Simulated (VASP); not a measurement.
# MgO (scan) (Fm-3m) in VASP: further runs

MgO (scan) is run at these levels: r2SCAN; tasks: single point.

Everything below comes from runs of VASP 6.6.1. Logs are shortened: lines on timing, memory, paths and dates and some standing lists are left out, and cuts for length are marked.

**Experimental background.**

From “Electronic structure of alkaline earth and post-transition metal oxides”, 2009, arxiv:0908.1581, for a bulk crystal of MgO: band gap 7.83 eV.

How close the calculation comes is told below.

### Step 1. The cell of the first run

It takes space group Fm-3m (No. 225, cubic). The conventional cell has a = 4.217 Å, b = 4.217 Å, c = 4.217 Å, α = 90.00°, β = 90.00°, γ = 90.00°. Mg (site symmetry m-3m) has 6 O at 2.11 Å within 2.8 Å. O (site symmetry m-3m) has 6 Mg at 2.11 Å within 2.8 Å.

### Step 2. Single point, r2SCAN

File POSCAR:

```
MgO
1.0
    0.0000000000      2.1085000000      2.1085000000
    2.1085000000      0.0000000000      2.1085000000
    2.1085000000      2.1085000000      0.0000000000
Mg O
1 1
Direct
    0.0000000000      0.0000000000      0.0000000000
    0.5000000000      0.5000000000      0.5000000000
```

File INCAR.step1:

```
SYSTEM = MgO
PREC = Accurate
ENCUT = 520
ISMEAR = 0
SIGMA = 0.1
LREAL = .False.
LASPH = .True.
NELM = 100
NBANDS = 11
GGA = PE
ALGO = Normal
EDIFF = 1E-4
LWAVE = .True.
LCHARG = .False.
```

File INCAR.step2:

```
SYSTEM = MgO
PREC = Accurate
ENCUT = 520
EDIFF = 1E-6
ISMEAR = 0
SIGMA = 0.1
LREAL = .False.
LASPH = .True.
NELM = 100
ALGO = Normal
ISIF = 2
LWAVE = .False.
LCHARG = .True.
METAGGA = R2SCAN
LMIXTAU = .True.
LELF = .True.
LVHAR = .True.
NBANDS = 11
ISTART = 1
```

File KPOINTS:

```
regular mesh
0
Gamma
  8 8 8
  0 0 0
```

Potentials or basis: VASP PAW PBE potentials, release 64 (Mg, O).

Started as:

```
> cat potpaw_PBE.64/Mg/POTCAR potpaw_PBE.64/O/POTCAR > POTCAR
> cp INCAR.step1 INCAR
> mpirun -np 1 vasp_std > vasp.out
> cp INCAR.step2 INCAR
> mpirun -np 1 vasp_std > vasp.out
```

OUTCAR:

```text
SYSTEM = MgO
   PREC = Accurate
   ENCUT = 520
   EDIFF = 1E-6
   ISMEAR = 0
   LREAL = .False.
   LASPH = .True.
   NELM = 100
   ISIF = 2
   METAGGA = R2SCAN
   ISTART = 1

 ion  position               nearest neighbor table
   1  0.000  0.000  0.000-   2 2.11   2 2.11   2 2.11   2 2.11   2 2.11   2 2.11
   2  0.500  0.500  0.500-   1 2.11   1 2.11   1 2.11   1 2.11   1 2.11   1 2.11

  LATTYP: Found a face centered cubic cell.
 ALAT       =     4.2170000000

  Lattice vectors:

 A1 = (   0.0000000000,   2.1085000000,   2.1085000000)
 A2 = (   2.1085000000,   0.0000000000,   2.1085000000)
 A3 = (   2.1085000000,   2.1085000000,   0.0000000000)

Analysis of symmetry for initial positions (statically):
=====================================================================
 Subroutine PRICEL returns:
 Original cell was already a primitive cell.

 Routine SETGRP: Setting up the symmetry group for a
 face centered cubic supercell.

 Subroutine GETGRP returns: Found 48 space group operations
 (whereof 48 operations were pure point group operations)
 out of a pool of 48 trial point group operations.

The static configuration has the point symmetry O_h .

Analysis of symmetry for dynamics (positions and initial velocities):
=====================================================================
 Subroutine PRICEL returns:
 Original cell was already a primitive cell.

 Routine SETGRP: Setting up the symmetry group for a
 face centered cubic supercell.

 Subroutine GETGRP returns: Found 48 space group operations
 (whereof 48 operations were pure point group operations)
 out of a pool of 48 trial point group operations.

The dynamic configuration has the point symmetry O_h .

 Subroutine INISYM returns: Found 48 space group operations
 (whereof 48 operations are pure point group operations),
 and found     1 'primitive' translations

----------------------------------------------------------------------------------------

                                     Primitive cell

  volume of cell :      18.7478

  direct lattice vectors                    reciprocal lattice vectors
     0.000000000  2.108500000  2.108500000    -0.237135404  0.237135404  0.237135404
     2.108500000  0.000000000  2.108500000     0.237135404 -0.237135404  0.237135404
     2.108500000  2.108500000  0.000000000     0.237135404  0.237135404 -0.237135404

  length of vectors
     2.981869296  2.981869296  2.981869296     0.410730569  0.410730569  0.410730569

  position of ions in fractional coordinates (direct lattice)
     0.000000000  0.000000000  0.000000000
     0.500000000  0.500000000  0.500000000

  ion indices of the primitive-cell ions
   primitive index   ion index
                 1           1
                 2           2

----------------------------------------------------------------------------------------

 KPOINTS: regular mesh

Automatic generation of k-mesh.
 Grid dimensions read from file:
 generate k-points for:    8    8    8

 Generating k-lattice:

  Cartesian coordinates                     Fractional coordinates (reciprocal lattice)
    -0.029641926  0.029641926  0.029641926     0.125000000  0.000000000  0.000000000
     0.029641926 -0.029641926  0.029641926     0.000000000  0.125000000  0.000000000
     0.029641926  0.029641926 -0.029641926     0.000000000  0.000000000  0.125000000

  Length of vectors
     0.051341321  0.051341321  0.051341321

  Shift w.r.t. Gamma in fractional coordinates (k-lattice)
     0.000000000  0.000000000  0.000000000

 Subroutine IBZKPT returns following result:
 ===========================================

 Found     29 irreducible k-points:

 Following reciprocal coordinates:
            Coordinates               Weight
  0.000000  0.000000  0.000000      1.000000
  0.125000  0.000000  0.000000      8.000000
  0.250000  0.000000  0.000000      8.000000
  0.375000  0.000000  0.000000      8.000000
  0.500000  0.000000  0.000000      4.000000
  0.125000  0.125000  0.000000      6.000000
[... 16 lines left out ...]
  0.500000  0.250000  0.125000     48.000000
 -0.375000  0.250000  0.125000     24.000000
 [... further k-points ...]
   k-points           NKPTS =     29   k-points in BZ     NKDIM =     29   number of bands    NBANDS=     11
   number of dos      NEDOS =    301   number of ions     NIONS =      2
   total plane-waves  NPLWV =  13824
   dimension x,y,z NGX =    24 NGY =   24 NGZ =   24
   dimension x,y,z NGXF=    48 NGYF=   48 NGZF=   48
   ions per type =               1   1
   NGX,Y,Z   is equivalent  to a cutoff of  13.38, 13.38, 13.38 a.u.
   NGXF,Y,Z  is equivalent  to a cutoff of  26.76, 26.76, 26.76 a.u.
 SYSTEM =  MgO
   PREC   = accura    normal or accurate (medium, high low for compatibility)
   ISTART =      1    job   : 0-new  1-cont  2-samecut
   ICHARG =      0    charge: 1-file 2-atom 10-const
   ISPIN  =      1    spin polarized calculation?
   LNONCOLLINEAR =      F non collinear calculations
   LSORBIT =      F    spin-orbit coupling
   LASPH  =      T    aspherical Exc in radial PAW
   ENCUT  =  520.0 eV  38.22 Ry    6.18 a.u.   5.54  5.54  5.54*2*pi/ulx,y,z
   NELM   =    100;   NELMIN=  2; NELMDL=  0     # of ELM steps
   EDIFF  = 0.1E-05   stopping-criterion for ELM
   LREAL  =      F    real-space projection
   EDIFFG = 0.1E-04   stopping-criterion for IOM
   NSW    =      0    number of steps for IOM
   IBRION =     -1    ionic relax: 0-MD 1-quasi-New 2-CG
   NFREE  =      0    steps in history (QN), initial steepest desc. (CG)
   ISIF   =      2    stress and relaxation
   ISYM   =      2    0-nonsym 1-usesym 2-fastsym
   POTIM  = 0.5000    time-step for ionic-motion
   TEBEG  =    0.0;   TEEND  =   0.0 temperature during run
   PSTRESS=    0.0 pullay stress
   NELECT =       8.0000    total number of electrons
   NUPDOWN=      -1.0000    fix difference up-down
   EMIN   =  10.00;   EMAX   =-10.00  energy-range for DOS
   EFERMI =   0.00;   METHOD = LEGACY
   ISMEAR =     0;   SIGMA  =   0.10  broadening in eV -4-tet -1-fermi 0-gaus
   EFERMI_NEDOS =   21; number of points for ismear=-14 and -15
   IALGO  =     38    algorithm
   IMIX   =      4    mixing-type and parameters
     AMIX     =   0.40;   BMIX     =  1.00
     AMIX_MAG =   1.60;   BMIX_MAG =  1.00
  volume/ion in A,a.u.               =       9.37        63.26
  Fermi-wavevector in a.u.,A,eV,Ry     =   1.232503  2.329092 20.668107  1.519063
  Thomas-Fermi vector in A             =   2.367270
   LORBIT       =      0    0 simple, 1 ext, 2 COOP (PROOUT), +10 PAW based schemes
   METAGGA = R2SCAN    functional components
   LHFCALC =     F    Hartree Fock is set to
   AEXX    =    0.0000 exact exchange contribution
   IVDW    =     0    specifies the selected vdW correction
   LEPSILON=     F    determine dielectric tensor
   LRPA    =     F    only Hartree local field effects (RPA)
 non-spin polarized calculation
 Gauss-broadening in eV      SIGMA  =   0.10
  energy-cutoff  :      520.00
  volume of cell :       18.75
 maximum number of plane-waves:       531
 NGX is ok and might be reduce to    24
   NGX = 11   NGY = 11   NGZ = 11

 number of electron       8.0000005 magnetization

 Free energy of the ion-electron system (eV)
  ---------------------------------------------------
  ext. energy  EPLUGINS =         0.00000000
  ---------------------------------------------------
  free energy    TOTEN  =       -16.15934955 eV

  energy without entropy =      -16.15934955  energy(sigma->0) =      -16.15934955

 E-fermi :   3.2746     XC(G=0): -11.5769

 val. band max:        2.7501563200   @ k =   0.0000   0.0000   0.0000
 cond. band min:       8.3186795761   @ k =   0.0000   0.0000   0.0000
 fundamental gap:      5.5685232561
 Fermi energy:         3.2746288532

 k-point     1 :       0.0000    0.0000    0.0000
  band No.  band energies     occupation
      1     -15.4325      2.00000
      2       2.7502      2.00000
      3       2.7502      2.00000
      4       2.7502      2.00000
      5       8.3187      0.00000
      6      19.5627      0.00000
      7      19.5627      0.00000
      8      19.5627      0.00000
      9      23.6981      0.00000
     10      25.4618      0.00000
     11      25.4618      0.00000

 k-point     2 :       0.1250    0.0000    0.0000
  band No.  band energies     occupation
      1     -15.2731      2.00000
      2       1.8253      2.00000
      3       2.6449      2.00000
      4       2.6449      2.00000
      5       9.2197      0.00000
      6      17.8914      0.00000
      7      19.9387      0.00000
      8      19.9387      0.00000
      9      24.4962      0.00000
     10      24.4962      0.00000
     11      25.9212      0.00000

 k-point     3 :       0.2500    0.0000    0.0000
  band No.  band energies     occupation
      1     -14.8612      2.00000
      2       0.1211      2.00000
      3       2.4020      2.00000
      4       2.4020      2.00000
      5      10.7006      0.00000
      6      16.3587      0.00000
      7      20.4679      0.00000
      8      20.4679      0.00000
      9      24.1107      0.00000
     10      24.1107      0.00000
     11      26.1646      0.00000

 k-point     4 :       0.3750    0.0000    0.0000
  band No.  band energies     occupation
      1     -14.4013      2.00000
      2      -1.2945      2.00000
      3       2.1730      2.00000
      4       2.1730      2.00000
      5      11.4325      0.00000
      6      16.2344      0.00000
      7      20.3045      0.00000
      8      20.3045      0.00000
      9      25.3797      0.00000
     10      25.5177      0.00000
     11      25.5177      0.00000
[... 239 lines left out ...]
 k-point    22 :       0.3750    0.2500    0.1250
  band No.  band energies     occupation
      1     -14.5679      2.00000
      2      -0.2420      2.00000
      3       1.5953      2.00000
      4       2.1251      2.00000
      5      12.1534      0.00000
      6      15.2127      0.00000
      7      18.9607      0.00000
      8      21.4811      0.00000
      9      22.0001      0.00000
     10      26.5101      0.00000
     11      30.0582      0.00000

 k-point    23 :       0.5000    0.2500    0.1250
  band No.  band energies     occupation
      1     -14.2071      2.00000
      2      -0.9385      2.00000
      3       1.0230      2.00000
      4       1.8698      2.00000
      5      13.1804      0.00000
      6      15.4317      0.00000
      7      17.7912      0.00000
      8      21.0690      0.00000
      9      23.6446      0.00000
     10      26.5002      0.00000
     11      30.2566      0.00000

 k-point    24 :      -0.3750    0.2500    0.1250
  band No.  band energies     occupation
      1     -14.0477      2.00000
      2      -1.2327      2.00000
      3       0.8165      2.00000
      4       1.7491      2.00000
      5      13.3482      0.00000
      6      16.0487      0.00000
      7      17.3533      0.00000
      8      20.8081      0.00000
      9      24.4761      0.00000
     10      26.1961      0.00000
     11      30.4052      0.00000

 [... further k-points ...]
[... 5 lines left out ...]
  --------------------------------------------------------------------------------------
  -------------------------------------------------------------------------------------
  Total       -0.3053175     -0.3053175     -0.3053175      0.0000000     -0.0000000      0.0000000
  in kB      -26.0922496    -26.0922496    -26.0922496      0.0000000     -0.0000000      0.0000000
  external PRESSURE =     -26.0922496 kB  Pullay stress =       0.0000000 kB

 VOLUME and BASIS-vectors are now :
 -----------------------------------------------------------------------------
  energy-cutoff  :      520.00
  volume of cell :       18.75
      direct lattice vectors                 reciprocal lattice vectors
     0.000000000  2.108500000  2.108500000    -0.237135404  0.237135404  0.237135404
     2.108500000  0.000000000  2.108500000     0.237135404 -0.237135404  0.237135404
     2.108500000  2.108500000  0.000000000     0.237135404  0.237135404 -0.237135404

 POSITION                                       TOTAL-FORCE (eV/Angst)
 -----------------------------------------------------------------------------------
      0.00000      0.00000      0.00000         0.000000     -0.000000      0.000000
      2.10850      2.10850      2.10850         0.000000      0.000000     -0.000000
 -----------------------------------------------------------------------------------
    total drift:                               -0.000000     -0.000000      0.000000

  FREE ENERGIE OF THE ION-ELECTRON SYSTEM (eV)
  ---------------------------------------------------
  free  energy   TOTEN  =       -16.1593495532 eV

  energy  without entropy=      -16.1593495532  energy(sigma->0) =      -16.15934955
```

Run time: 27 s. Hardware: 1 thread of AMD EPYC 9R14 (Zen 4), shared host; peak memory 0.11 GiB.

What came out:

- Free energy: -16.1593 eV
- Pressure: -2.6 GPa
- Band gap on the k mesh: 5.57 eV, direct

Levels at points of the mesh, in eV from the valence-band top:
```tsv
k point	band 1	band 2	band 3	band 4	band 5	band 6	band 7	band 8
(0.00, 0.00, 0.00)	-18.18	0.00	0.00	0.00	5.57	16.81	16.81	16.81
(0.50, 0.00, 0.00)	-16.94	-4.59	-0.67	-0.67	8.78	13.76	17.38	17.38
(0.50, 0.50, 0.00)	-16.69	-4.09	-1.37	-1.37	10.03	11.02	14.25	20.31
```

Caveat: the PAW data sets were made with another functional, which shifts forces and pressure a little.

(Continued in part 2 of 2.)
